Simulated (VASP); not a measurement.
# Mg (P6/mmm) in VASP: notebook

The runs below take Mg through density of states, with PBE.

Everything below comes from runs of VASP 6.6.1. Logs are shortened: lines on timing, memory, paths and dates and some standing lists are left out, and cuts for length are marked.

## (1) The cell of the first run

Symmetry: P6/mmm, No. 191, hexagonal system. Conventional cell: a = 2.401 Å, b = 2.401 Å, c = 2.212 Å, α = 90.00°, β = 90.00°, γ = 120.00°. Within 2.9 Å of Mg (site symmetry 6/mmm) lie 8 Mg at 2.21 to 2.40 Å.

## (2) Density of states, PBE (volume scaled by 0.43)

The input, POSCAR:

```
Mg
1.0
    2.4013257785      0.0000000000      0.0000000000
   -1.2006628893      2.0796091269      0.0000000000
    0.0000000000      0.0000000000      2.2117096066
Mg
1
Direct
    0.0000000000      0.0000000000      0.0000000000
```

The input, INCAR.step1:

```
PREC     = Accurate       # precision mode
ENCUT    = 520            # plane-wave cutoff, eV
EDIFF    = 1E-6           # SCF threshold, eV
ISMEAR   = -1             # smearing method
SIGMA    = 0.1            # smearing width, eV
LREAL    = False          # projectors in reciprocal space
LASPH    = True           # aspherical terms in the spheres
NELM     = 80             # most SCF steps
ALGO     = Normal         # electronic algorithm
ISIF     = 2              # what is computed and relaxed
LWAVE    = False          # write WAVECAR
LCHARG   = True           # write CHGCAR
GGA      = PE             # functional
NBANDS   = 7              # bands
```

The input, KPOINTS.step1:

```
Automatic mesh
0
Gamma
  14 14 13
```

The input, INCAR.step2:

```
PREC     = Accurate       # precision mode
ENCUT    = 520            # plane-wave cutoff, eV
EDIFF    = 1E-6           # SCF threshold, eV
ISMEAR   = -5             # smearing method
SIGMA    = 0.1            # smearing width, eV
LREAL    = False          # projectors in reciprocal space
LASPH    = True           # aspherical terms in the spheres
NELM     = 80             # most SCF steps
ALGO     = Normal         # electronic algorithm
ISIF     = 2              # what is computed and relaxed
LWAVE    = False          # write WAVECAR
LCHARG   = False          # write CHGCAR
GGA      = PE             # functional
LORBIT   = 10             # projections on sites
NBANDS   = 7              # bands
NEDOS    = 1001           # points of the DOS
ICHARG   = 11             # starting density
```

The input, KPOINTS.step2:

```
Automatic mesh
0
Gamma
  21 21 20
```

Potentials or basis: VASP PAW PBE potentials, release 64 (Mg).

The run is started by

```sh
cat potpaw_PBE.64/Mg/POTCAR > POTCAR
cp INCAR.step1 INCAR
cp KPOINTS.step1 KPOINTS
mpirun -np 1 vasp_std > vasp.out
cp INCAR.step2 INCAR
cp KPOINTS.step2 KPOINTS
mpirun -np 1 vasp_std > vasp.out
```

OUTCAR:

```text
PREC = Accurate
   ENCUT = 520
   EDIFF = 1E-6
   ISMEAR = -5
   LREAL = False
   LASPH = True
   NELM = 80
   ISIF = 2
   GGA = PE
   LORBIT = 10
   ICHARG = 11

 ion  position               nearest neighbor table
   1  0.000  0.000  0.000-

  LATTYP: Found a hexagonal cell.
 ALAT       =     2.4013257785
 C/A-ratio  =     0.9210368815

  Lattice vectors:

 A1 = (   2.4013257785,   0.0000000000,   0.0000000000)
 A2 = (  -1.2006628893,   2.0796091269,   0.0000000000)
 A3 = (   0.0000000000,   0.0000000000,   2.2117096066)

Analysis of symmetry for initial positions (statically):
=====================================================================
 Subroutine PRICEL returns:
 Original cell was already a primitive cell.

 Routine SETGRP: Setting up the symmetry group for a
 hexagonal supercell.

 Subroutine GETGRP returns: Found 24 space group operations
 (whereof 24 operations were pure point group operations)
 out of a pool of 24 trial point group operations.

The static configuration has the point symmetry D_6h.

Analysis of symmetry for dynamics (positions and initial velocities):
=====================================================================
 Subroutine PRICEL returns:
 Original cell was already a primitive cell.

 Routine SETGRP: Setting up the symmetry group for a
 hexagonal supercell.

 Subroutine GETGRP returns: Found 24 space group operations
 (whereof 24 operations were pure point group operations)
 out of a pool of 24 trial point group operations.

The dynamic configuration has the point symmetry D_6h.

 Subroutine INISYM returns: Found 24 space group operations
 (whereof 24 operations are pure point group operations),
 and found     1 'primitive' translations

----------------------------------------------------------------------------------------

                                     Primitive cell

  volume of cell :      11.0449

  direct lattice vectors                    reciprocal lattice vectors
     2.401325778  0.000000000  0.000000000     0.416436624  0.240429797  0.000000000
    -1.200662889  2.079609127  0.000000000     0.000000000  0.480859594  0.000000000
     0.000000000  0.000000000  2.211709607     0.000000000  0.000000000  0.452138923

  length of vectors
     2.401325778  2.401325778  2.211709607     0.480859594  0.480859594  0.452138923

  position of ions in fractional coordinates (direct lattice)
     0.000000000  0.000000000  0.000000000

  ion indices of the primitive-cell ions
   primitive index   ion index
[... 75 lines left out ...]
   EDIFF  = 0.1E-05   stopping-criterion for ELM
   LREAL  =      F    real-space projection
   EDIFFG = 0.1E-04   stopping-criterion for IOM
   NSW    =      0    number of steps for IOM
   IBRION =     -1    ionic relax: 0-MD 1-quasi-New 2-CG
   NFREE  =      0    steps in history (QN), initial steepest desc. (CG)
   ISIF   =      2    stress and relaxation
   ISYM   =      2    0-nonsym 1-usesym 2-fastsym
   POTIM  = 0.5000    time-step for ionic-motion
   TEBEG  =    0.0;   TEEND  =   0.0 temperature during run
   PSTRESS=    0.0 pullay stress
   NELECT =       2.0000    total number of electrons
   NUPDOWN=      -1.0000    fix difference up-down
   EMIN   =  10.00;   EMAX   =-10.00  energy-range for DOS
   EFERMI =   0.00;   METHOD = LEGACY
   ISMEAR =    -5;   SIGMA  =   0.10  broadening in eV -4-tet -1-fermi 0-gaus
   EFERMI_NEDOS =   21; number of points for ismear=-14 and -15
   IALGO  =     38    algorithm
   IMIX   =      4    mixing-type and parameters
     AMIX     =   0.40;   BMIX     =  1.00
     AMIX_MAG =   1.60;   BMIX_MAG =  1.00
  volume/ion in A,a.u.               =      11.04        74.53
  Fermi-wavevector in a.u.,A,eV,Ry     =   0.926185  1.750236 11.671338  0.857819
  Thomas-Fermi vector in A             =   2.052120
   LORBIT       =     10    0 simple, 1 ext, 2 COOP (PROOUT), +10 PAW based schemes
   GGA     = PE    functional components
   LHFCALC =     F    Hartree Fock is set to
   AEXX    =    0.0000 exact exchange contribution
   IVDW    =     0    specifies the selected vdW correction
   LEPSILON=     F    determine dielectric tensor
   LRPA    =     F    only Hartree local field effects (RPA)
 non-spin polarized calculation
 Fermi weights with tetrahedron method with Bloechl corrections
  energy-cutoff  :      520.00
  volume of cell :       11.04
 maximum number of plane-waves:       318
 NGX is ok and might be reduce to    18

 number of electron       2.0000000 magnetization

 Free energy of the ion-electron system (eV)
  ---------------------------------------------------
  ext. energy  EPLUGINS =         0.00000000
  ---------------------------------------------------
  free energy    TOTEN  =         1.26423596 eV

  energy without entropy =        1.26423596  energy(sigma->0) =        1.26423596

 E-fermi :   8.1158     XC(G=0): -11.1068

 val. band max:        8.1313219892   @ k =   0.3333   0.0952   0.5000
 cond. band min:       8.0083429277   @ k =   0.3333   0.3333   0.2000
 fundamental gap:     -0.1229790615
 Fermi energy:         8.1158071169

 k-point     1 :       0.0000    0.0000    0.0000
  band No.  band energies     occupation
      1      -2.6569      2.00000
      2      20.4711      0.00000
      3      25.1651      0.00000
      4      25.1651      0.00000
      5      26.7188      0.00000
      6      28.7833      0.00000
      7      31.5813      0.00000
[... 221 lines left out ...]
 k-point    24 :       0.1905    0.0952    0.0000
  band No.  band energies     occupation
      1      -0.4634      2.00000
      2      15.1656      0.00000
      3      18.7678      0.00000
      4      24.4869      0.00000
      5      27.7829      0.00000
      6      31.1982      0.00000
      7      34.8227      0.00000

 [... further k-points ...]
[... 5 lines left out ...]
  --------------------------------------------------------------------------------------
  -------------------------------------------------------------------------------------
  Total        7.5970778      7.5970778      7.5729695     -0.0000000     -0.0000000      0.0000000
  in kB     1102.0371953   1102.0371952   1098.5400323     -0.0000000     -0.0000000      0.0000000
  external PRESSURE =    1100.8714742 kB  Pullay stress =       0.0000000 kB

 VOLUME and BASIS-vectors are now :
 -----------------------------------------------------------------------------
  energy-cutoff  :      520.00
  volume of cell :       11.04
      direct lattice vectors                 reciprocal lattice vectors
     2.401325778  0.000000000  0.000000000     0.416436624  0.240429797  0.000000000
    -1.200662889  2.079609127  0.000000000     0.000000000  0.480859594  0.000000000
     0.000000000  0.000000000  2.211709607     0.000000000  0.000000000  0.452138923

 POSITION                                       TOTAL-FORCE (eV/Angst)
 -----------------------------------------------------------------------------------
      0.00000      0.00000      0.00000         0.000000      0.000000      0.000000
 -----------------------------------------------------------------------------------
    total drift:                               -0.000000      0.000000      0.000000

  FREE ENERGIE OF THE ION-ELECTRON SYSTEM (eV)
  ---------------------------------------------------
  free  energy   TOTEN  =         1.2642359559 eV

  energy  without entropy=        1.2642359559  energy(sigma->0) =        1.26423596

 total charge

# of ion       s       p       d       tot
------------------------------------------
    1        0.321   0.317   0.066   0.704
```

OUTCAR.step1:

```text
PREC = Accurate
   ENCUT = 520
   EDIFF = 1E-6
   ISMEAR = -1
   LREAL = False
[... 457 lines left out ...]

 POSITION                                       TOTAL-FORCE (eV/Angst)
 -----------------------------------------------------------------------------------
      0.00000      0.00000      0.00000        -0.000000      0.000000      0.000000
 -----------------------------------------------------------------------------------
    total drift:                                0.000000      0.000000      0.000000

  FREE ENERGIE OF THE ION-ELECTRON SYSTEM (eV)
  ---------------------------------------------------
  free  energy   TOTEN  =         1.2560922697 eV

  energy  without entropy=        1.2642393490  energy(sigma->0) =        1.26016581
```

Run time: 36 s. Hardware: 1 thread of AMD EPYC 7R13 (Zen 3), shared host; peak memory 0.13 GiB.

Results:

```yaml
Valence_electrons_inside_the_program's_atomic_spheres: Mg 0.70
```

Caveat: the cell differs from its parent crystal (volume scaled by 0.43); tetrahedron occupations give inexact forces and stress in metals.

## (3) Density of states, PBE

This run uses another cell than the first one, of 25.69 Å³/atom, 2.326 times its volume.

The input, POSCAR:

```
Mg
1.0
    3.0892807173      0.0000000000      0.0000000000
   -1.5446403587      2.6753955806      0.0000000000
    0.0000000000      0.0000000000      3.1077571022
Mg
1
Direct
    0.0000000000      0.0000000000      0.0000000000
```

The input, INCAR.step1:

```
SYSTEM = Mg
PREC = Accurate
ENCUT = 520
EDIFF = 1E-6
ISMEAR = -1
SIGMA = 0.1
LREAL = .False.
LASPH = .True.
NELM = 80
ALGO = Normal
ISIF = 2
LWAVE = .False.
LCHARG = .True.
GGA = PE
NBANDS = 7
```

The input, KPOINTS.step1:

```
regular mesh
0
Gamma
  14 14 13
  0 0 0
```

The input, INCAR.step2:

```
SYSTEM = Mg
PREC = Accurate
ENCUT = 520
EDIFF = 1E-6
ISMEAR = -5
SIGMA = 0.1
LREAL = .False.
LASPH = .True.
NELM = 80
ALGO = Normal
ISIF = 2
LWAVE = .False.
LCHARG = .False.
GGA = PE
LORBIT = 11
NBANDS = 7
NEDOS = 1001
ICHARG = 11
```

The input, KPOINTS.step2:

```
regular mesh
0
Gamma
  21 21 20
  0 0 0
```

Potentials or basis: VASP PAW PBE potentials, release 64 (Mg).

The run is started by

```sh
cat potpaw_PBE.64/Mg/POTCAR > POTCAR
cp INCAR.step1 INCAR
cp KPOINTS.step1 KPOINTS
mpirun -np 1 vasp_std > vasp.out
cp INCAR.step2 INCAR
cp KPOINTS.step2 KPOINTS
mpirun -np 1 vasp_std > vasp.out
```

OUTCAR:

```text
SYSTEM = Mg
   PREC = Accurate
   ENCUT = 520
   EDIFF = 1E-6
   ISMEAR = -5
   LREAL = .False.
   LASPH = .True.
   NELM = 80
   ISIF = 2
   GGA = PE
   LORBIT = 11
   ICHARG = 11

 ion  position               nearest neighbor table
   1  0.000  0.000  0.000-

  LATTYP: Found a hexagonal cell.
 ALAT       =     3.0892807173
 C/A-ratio  =     1.0059808048

  Lattice vectors:

 A1 = (   3.0892807173,   0.0000000000,   0.0000000000)
 A2 = (  -1.5446403587,   2.6753955806,   0.0000000000)
 A3 = (   0.0000000000,   0.0000000000,   3.1077571022)

Analysis of symmetry for initial positions (statically):
=====================================================================
 Subroutine PRICEL returns:
 Original cell was already a primitive cell.

 Routine SETGRP: Setting up the symmetry group for a
 hexagonal supercell.

 Subroutine GETGRP returns: Found 24 space group operations
 (whereof 24 operations were pure point group operations)
 out of a pool of 24 trial point group operations.

The static configuration has the point symmetry D_6h.

Analysis of symmetry for dynamics (positions and initial velocities):
[... 156 lines left out ...]

  energy without entropy =       -1.27656869  energy(sigma->0) =       -1.27656869

 E-fermi :   2.0552     XC(G=0):  -8.1242

 val. band max:        2.3067655376   @ k =   0.3333   0.3333   0.1000
 cond. band min:       1.9025761215   @ k =   0.4762   0.0476   0.2500
 fundamental gap:     -0.4041894161
 Fermi energy:         2.0551900641

 k-point     1 :       0.0000    0.0000    0.0000
  band No.  band energies     occupation
      1      -4.4163      2.00000
      2       9.7975      0.00000
      3      10.3320      0.00000
      4      14.3968      0.00000
      5      14.3968      0.00000
      6      15.3177      0.00000
      7      15.3177      0.00000
[... 221 lines left out ...]
 k-point    24 :       0.1905    0.0952    0.0000
  band No.  band energies     occupation
      1      -3.0867      2.00000
      2       7.2562      0.00000
      3       8.9360      0.00000
      4      11.4598      0.00000
      5      12.1574      0.00000
      6      15.5262      0.00000
      7      18.5800      0.00000

 [... further k-points ...]
[... 5 lines left out ...]
  --------------------------------------------------------------------------------------
  -------------------------------------------------------------------------------------
  Total       -0.0112313     -0.0112313     -0.0408049      0.0000000      0.0000000      0.0000000
  in kB       -0.7005672     -0.7005672     -2.5452530      0.0000000      0.0000000      0.0000000
  external PRESSURE =      -1.3154625 kB  Pullay stress =       0.0000000 kB

 VOLUME and BASIS-vectors are now :
 -----------------------------------------------------------------------------
  energy-cutoff  :      520.00
  volume of cell :       25.69
      direct lattice vectors                 reciprocal lattice vectors
     3.089280717  0.000000000  0.000000000     0.323699946  0.186888251  0.000000000
    -1.544640359  2.675395581  0.000000000     0.000000000  0.373776501  0.000000000
     0.000000000  0.000000000  3.107757102     0.000000000  0.000000000  0.321775469

 POSITION                                       TOTAL-FORCE (eV/Angst)
 -----------------------------------------------------------------------------------
      0.00000      0.00000      0.00000        -0.000000      0.000000      0.000000
 -----------------------------------------------------------------------------------
    total drift:                                0.000000      0.000000      0.000000

  FREE ENERGIE OF THE ION-ELECTRON SYSTEM (eV)
  ---------------------------------------------------
  free  energy   TOTEN  =        -1.2765686930 eV

  energy  without entropy=       -1.2765686930  energy(sigma->0) =       -1.27656869

 total charge

# of ion       s       p       d       tot
------------------------------------------
    1        0.229   0.109   0.009   0.347
```

OUTCAR.step1:

```text
SYSTEM = Mg
   PREC = Accurate
   ENCUT = 520
   EDIFF = 1E-6
   ISMEAR = -1
   LREAL = .False.
[... 459 lines left out ...]
 -----------------------------------------------------------------------------------
      0.00000      0.00000      0.00000         0.000000      0.000000      0.000000
 -----------------------------------------------------------------------------------
    total drift:                                0.000000      0.000000      0.000000

  FREE ENERGIE OF THE ION-ELECTRON SYSTEM (eV)
  ---------------------------------------------------
  free  energy   TOTEN  =        -1.2837083928 eV

  energy  without entropy=       -1.2675058621  energy(sigma->0) =       -1.27560713
```

OSZICAR.step1:

```text
N       E                     dE             d eps       ncg     rms          rms(c)
DAV:   1    -0.732864027251E+00   -0.73286E+00   -0.76137E+02  2485   0.191E+02
DAV:   2    -0.129039907422E+01   -0.55754E+00   -0.54368E+00  3101   0.101E+01
DAV:   3    -0.129280997572E+01   -0.24109E-02   -0.24097E-02  3080   0.726E-01
DAV:   4    -0.129281499170E+01   -0.50160E-05   -0.50159E-05  3381   0.251E-02
DAV:   5    -0.129281500790E+01   -0.16203E-07   -0.16230E-07  3122   0.100E-03    0.633E-01
DAV:   6    -0.128826314155E+01    0.45519E-02   -0.52471E-04  2821   0.128E-01    0.405E-01
DAV:   7    -0.128369932292E+01    0.45638E-02   -0.23875E-03  2744   0.236E-01    0.232E-02
DAV:   8    -0.128370860414E+01   -0.92812E-05   -0.22278E-05  3290   0.254E-02    0.568E-03
DAV:   9    -0.128370839284E+01    0.21130E-06   -0.10261E-06  3206   0.412E-03
   1 F= -.12837084E+01 E0= -.12756071E+01  d E =-.162025E-01
```

Run time: 33 s. Hardware: 1 thread of Intel Xeon Platinum 8259CL at 2.50GHz (Skylake/Cascade Lake), shared host; peak memory 0.22 GiB.

Results:

```
Valence electrons inside the program's atomic spheres : Mg 0.35
```

Levels at points of the mesh, in eV from the Fermi level:
```
           k point  band 1  band 2  band 3  band 4  band 5
(0.00, 0.00, 0.00)   -6.47    7.74    8.28   12.34   12.34
(0.00, 0.00, 0.50)   -3.01   -2.26   14.39   14.39   15.87
```

Caveat: tetrahedron occupations give inexact forces and stress in metals.
